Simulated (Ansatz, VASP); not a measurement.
BaTiO3: VASP beside Ansatz

```xyz
5
Lattice="2.9033 1.6762 2.2757 -2.9033 1.6762 2.2757 0.0000 -3.3524 2.2757" Properties=species:S:1:pos:R:3 pbc="T T T"
Ba    0.0000    0.0000    0.0183
Ti    0.0000    0.0000    3.5009
O     0.0000   -1.6502    4.4676
O    -1.4291    0.8251    4.4676
O     1.4291    0.8251    4.4676
```

Change from the starting cell: strain +0.015 along x and y, -0.030 along z, atoms carried along.

Alike in both runs: task single point; functional PBE; k mesh 6 × 6 × 6; occupations gaussian, width 0.05 eV; no spin polarisation; Hubbard terms Ti d U = 4.0 eV.

```csv
,VASP,Ansatz
version,VASP 6.6.1,Ansatz 0.2.0
potentials or method,"VASP PAW PBE potentials, release 64 (Ba_sv, Ti_sv, O_h), cutoff 1340 eV","scalar-relativistic, plane waves, PAW"
valence electrons in the cell,40,40
```

|  | VASP | Ansatz | Ansatz less VASP |
| --- | --- | --- | --- |
| gap on the k mesh at the Fermi level (eV) | 2.52 | 2.58 | +0.052 |
| least direct gap on the mesh (eV) | 2.89 | 2.92 | +0.028 |
| pressure (GPa) | 3.2 | 0.0 | -3.25 |
| traceless stress, the component that is largest in VASP (GPa) | 6.58 | 6.71 | +0.124 |
| rms of the force components (eV/Å) | 0.217 | 0.048 | -0.1693 |

The programs project onto different local orbitals, so the same U acts differently, and such runs can settle in different states. Atom by atom the forces differ by 0.206 eV/Å (rms over components).

Neither program's run includes spin-orbit coupling.
